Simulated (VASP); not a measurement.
# MgGe2 (Fd-3m) in VASP: further runs

Runs on MgGe2. Level: PBE. Tasks: single point.

Program: VASP 6.6.1. These are calculated values, not measurements. Logs are shortened: lines on timing, memory, paths and dates and some standing lists are left out, and cuts for length are marked.

## 1. The cell of the first run

Symmetry: Fd-3m, No. 227, cubic system. Conventional cell: a = 7.984 Å, b = 7.984 Å, c = 7.984 Å, α = 90.00°, β = 90.00°, γ = 90.00°. Mg (site symmetry -43m) has 12 Ge at 3.31 Å and 4 Mg at 3.46 Å within 4.4 Å. Within 3.7 Å of Ge (site symmetry -3m) lie 6 Ge at 2.82 Å and 6 Mg at 3.31 Å.

## 2. Single point, PBE

INCAR

```
SYSTEM = MgGe2
  PREC = Accurate
  ENCUT = 520
  EDIFF = 1E-7
  ISMEAR = 0
  SIGMA = 0.1
  LREAL = .FALSE.
  LASPH = .TRUE.
  NELM = 100
  ALGO = Normal
  ISIF = 2
  LWAVE = .FALSE.
  LCHARG = .TRUE.
  GGA = PE
  LELF = .TRUE.
  LVHAR = .TRUE.
  NBANDS = 39
```

KPOINTS

```
Automatic mesh
0
G
  4 4 4
  0 0 0
```

POSCAR

```
MgGe2
1.0
    0.0000000000      3.9921082826      3.9921082826
    3.9921082826      0.0000000000      3.9921082826
    3.9921082826      3.9921082826      0.0000000000
Mg Ge
2 4
Direct
    0.5000000000      0.5000000000      0.5000000000
    0.7500000000      0.7500000000      0.7500000000
    0.1250000000      0.1250000000      0.1250000000
    0.6250000000      0.1250000000      0.1250000000
    0.1250000000      0.1250000000      0.6250000000
    0.1250000000      0.6250000000      0.1250000000
```

Potentials or basis: VASP PAW PBE potentials, release 64 (Mg, Ge_d).

Launch:

```sh
> cat potpaw_PBE.64/Mg/POTCAR potpaw_PBE.64/Ge_d/POTCAR > POTCAR
> mpirun -np 1 vasp_std > vasp.out
```

OUTCAR:

```text
SYSTEM = MgGe2
   PREC = Accurate
   ENCUT = 520
   EDIFF = 1E-7
   ISMEAR = 0
   LREAL = .FALSE.
   LASPH = .TRUE.
   NELM = 100
   ISIF = 2
   GGA = PE

 ion  position               nearest neighbor table
   1  0.500  0.500  0.500-   2 3.46   2 3.46   2 3.46   2 3.46
   2  0.750  0.750  0.750-   1 3.46   1 3.46   1 3.46   1 3.46
   3  0.125  0.125  0.125-   4 2.82   5 2.82   6 2.82   5 2.82   6 2.82   4 2.82
   4  0.625  0.125  0.125-   3 2.82   5 2.82   6 2.82   3 2.82   5 2.82   6 2.82
   5  0.125  0.125  0.625-   3 2.82   3 2.82   4 2.82   6 2.82   6 2.82   4 2.82
   6  0.125  0.625  0.125-   3 2.82   5 2.82   3 2.82   4 2.82   5 2.82   4 2.82

  LATTYP: Found a face centered cubic cell.
 ALAT       =     7.9842165652

  Lattice vectors:

 A1 = (   0.0000000000,   3.9921082826,   3.9921082826)
 A2 = (   3.9921082826,   0.0000000000,   3.9921082826)
 A3 = (   3.9921082826,   3.9921082826,   0.0000000000)

Analysis of symmetry for initial positions (statically):
=====================================================================
 Subroutine PRICEL returns:
 Original cell was already a primitive cell.

 Routine SETGRP: Setting up the symmetry group for a
 face centered cubic supercell.

 Subroutine GETGRP returns: Found 48 space group operations
 (whereof 24 operations were pure point group operations)
 out of a pool of 48 trial point group operations.

The static configuration has the point symmetry T_d .
 The point group associated with its full space group is O_h .

Analysis of symmetry for dynamics (positions and initial velocities):
=====================================================================
 Subroutine PRICEL returns:
 Original cell was already a primitive cell.

 Routine SETGRP: Setting up the symmetry group for a
 face centered cubic supercell.

 Subroutine GETGRP returns: Found 48 space group operations
 (whereof 24 operations were pure point group operations)
 out of a pool of 48 trial point group operations.

The dynamic configuration has the point symmetry T_d .
 The point group associated with its full space group is O_h .

 Subroutine INISYM returns: Found 48 space group operations
 (whereof 24 operations are pure point group operations),
 and found     1 'primitive' translations

----------------------------------------------------------------------------------------

[... 83 lines left out ...]
   EDIFF  = 0.1E-06   stopping-criterion for ELM
   LREAL  =      F    real-space projection
   EDIFFG = 0.1E-05   stopping-criterion for IOM
   NSW    =      0    number of steps for IOM
   IBRION =     -1    ionic relax: 0-MD 1-quasi-New 2-CG
   NFREE  =      0    steps in history (QN), initial steepest desc. (CG)
   ISIF   =      2    stress and relaxation
   ISYM   =      2    0-nonsym 1-usesym 2-fastsym
   POTIM  = 0.5000    time-step for ionic-motion
   TEBEG  =    0.0;   TEEND  =   0.0 temperature during run
   PSTRESS=    0.0 pullay stress
   NELECT =      60.0000    total number of electrons
   NUPDOWN=      -1.0000    fix difference up-down
   EMIN   =  10.00;   EMAX   =-10.00  energy-range for DOS
   EFERMI =   0.00;   METHOD = LEGACY
   ISMEAR =     0;   SIGMA  =   0.10  broadening in eV -4-tet -1-fermi 0-gaus
   EFERMI_NEDOS =   21; number of points for ismear=-14 and -15
   IALGO  =     38    algorithm
   IMIX   =      4    mixing-type and parameters
     AMIX     =   0.40;   BMIX     =  1.00
     AMIX_MAG =   1.60;   BMIX_MAG =  1.00
  volume/ion in A,a.u.               =      21.21       143.11
  Fermi-wavevector in a.u.,A,eV,Ry     =   1.274225  2.407937 22.091106  1.623650
  Thomas-Fermi vector in A             =   2.407005
   LORBIT       =      0    0 simple, 1 ext, 2 COOP (PROOUT), +10 PAW based schemes
   GGA     = PE    functional components
   LHFCALC =     F    Hartree Fock is set to
   AEXX    =    0.0000 exact exchange contribution
   IVDW    =     0    specifies the selected vdW correction
   LEPSILON=     F    determine dielectric tensor
   LRPA    =     F    only Hartree local field effects (RPA)
 non-spin polarized calculation
 Gauss-broadening in eV      SIGMA  =   0.10
  energy-cutoff  :      520.00
  volume of cell :      127.24
 maximum number of plane-waves:      3479
 NGX is ok and might be reduce to    42
   NGX = 21   NGY = 21   NGZ = 21

 number of electron      59.9999968 magnetization

 Free energy of the ion-electron system (eV)
  ---------------------------------------------------
  ext. energy  EPLUGINS =         0.00000000
  ---------------------------------------------------
  free energy    TOTEN  =       -19.63201657 eV

  energy without entropy =      -19.60271990  energy(sigma->0) =      -19.61736824

 E-fermi :   5.1296     XC(G=0):  -9.9864

 val. band max:        5.1081991612   @ k =   0.5000   0.0000   0.0000
 cond. band min:       5.1437307413   @ k =   0.5000   0.5000   0.0000
 fundamental gap:      0.0355315800
 Fermi energy:         5.1295918858

 k-point     1 :       0.0000    0.0000    0.0000
  band No.  band energies     occupation
      1     -19.8167      2.00000
      2     -19.7656      2.00000
      3     -19.7656      2.00000
      4     -19.7656      2.00000
      5     -19.7614      2.00000
      6     -19.7614      2.00000
[... 325 lines left out ...]
     38       8.9066      0.00000
     39       9.7703      0.00000

------------------------ aborting loop because EDIFF is reached ----------------------------------------

  FORCE on cell =-STRESS in cart. coord.  units (eV):
  Direction    XX          YY          ZZ          XY          YZ          ZX
  --------------------------------------------------------------------------------------
  -------------------------------------------------------------------------------------
  Total        0.2636417      0.2636417      0.2636417      0.0000000      0.0000000      0.0000000
  in kB        3.3196157      3.3196157      3.3196157      0.0000000      0.0000000      0.0000000
  external PRESSURE =       3.3196157 kB  Pullay stress =       0.0000000 kB

 VOLUME and BASIS-vectors are now :
 -----------------------------------------------------------------------------
  energy-cutoff  :      520.00
  volume of cell :      127.24
      direct lattice vectors                 reciprocal lattice vectors
     0.000000000  3.992108283  3.992108283    -0.125247104  0.125247104  0.125247104
     3.992108283  0.000000000  3.992108283     0.125247104 -0.125247104  0.125247104
     3.992108283  3.992108283  0.000000000     0.125247104  0.125247104 -0.125247104

 POSITION                                       TOTAL-FORCE (eV/Angst)
 -----------------------------------------------------------------------------------
      3.99211      3.99211      3.99211         0.000000     -0.000000     -0.000000
      5.98816      5.98816      5.98816        -0.000000      0.000000      0.000000
      0.99803      0.99803      0.99803         0.000000      0.000000     -0.000000
      0.99803      2.99408      2.99408         0.000000      0.000000     -0.000000
      2.99408      2.99408      0.99803         0.000000      0.000000     -0.000000
      2.99408      0.99803      2.99408         0.000000      0.000000     -0.000000
 -----------------------------------------------------------------------------------
    total drift:                                0.000000      0.000000      0.000000

  FREE ENERGIE OF THE ION-ELECTRON SYSTEM (eV)
  ---------------------------------------------------
  free  energy   TOTEN  =       -19.6320165717 eV

  energy  without entropy=      -19.6027198987  energy(sigma->0) =      -19.61736824
```

Wall time 56 s (1 thread of Intel Xeon Platinum 8375C at 2.90GHz (Ice Lake), shared host); peak memory 0.25 GiB.

What came out:

```
Free energy            : -19.6320 eV
Pressure               : 0.3 GPa
Band gap on the k mesh : zero (band 30 reaches 5.21 eV, above the bottom of band 31 at 3.29 eV)
```

## 3. Single point, PBE

This run uses another cell than the first one, of 16.49 Å³/atom, 0.778 times its volume.

INCAR

```
SYSTEM = MgGe2
ALGO = Normal
EDIFF = 1E-6
ENCUT = 600
GGA = PE
GGA_COMPAT = .FALSE.
ISIF = 2
ISMEAR = 0
LASPH = .TRUE.
LCHARG = .FALSE.
LREAL = .FALSE.
LWAVE = .FALSE.
NBANDS = 39
NELM = 120
PREC = Accurate
SIGMA = 0.1
```

KPOINTS

```
k-points
0
G
  4 4 4
  0 0 0
```

POSCAR, as its differences from that of step 2:

```diff
@@ -2,5 +2,5 @@
 1.0
-    0.0000000000      3.9921082826      3.9921082826
-    3.9921082826      0.0000000000      3.9921082826
-    3.9921082826      3.9921082826      0.0000000000
+    0.0000000000      3.6708776400      3.6708776400
+    3.6708776400      0.0000000000      3.6708776400
+    3.6708776400      3.6708776400      0.0000000000
 Mg Ge
```

Potentials or basis: VASP PAW PBE potentials, release 64 (Mg, Ge_d).

Launch:

```sh
> cat potpaw_PBE.64/Mg/POTCAR potpaw_PBE.64/Ge_d/POTCAR > POTCAR
> mpirun -np 1 vasp_std > vasp.out
```

It took 27 s on 1 thread of AMD EPYC 9R45 (Zen 5), shared host; peak memory 0.22 GiB.

It converged, with:

| Property | Result |
| --- | --- |
| Free energy | -18.2051 eV |
| Pressure | 19.4 GPa |
| Band gap on the k mesh | zero (band 30 reaches 7.95 eV, above the bottom of band 31 at 5.28 eV) |

Levels at points of the mesh, in eV from the Fermi level:
```tsv
k point	band 26	band 27	band 28	band 29	band 30	band 31	band 32	band 33	band 34	band 35
(0.00, 0.00, 0.00)	-5.16	-5.16	-5.16	-2.76	-2.76	-2.46	0.49	0.49	0.49	2.99
(0.50, 0.00, 0.00)	-4.70	-4.70	-1.48	-0.36	-0.36	0.00	0.00	0.02	0.30	4.12
(0.50, 0.50, 0.00)	-6.31	0.04	0.04	0.04	0.04	0.14	0.14	0.40	0.40	4.14
```

Caveat: the k points lie up to 0.37 Å⁻¹ apart.
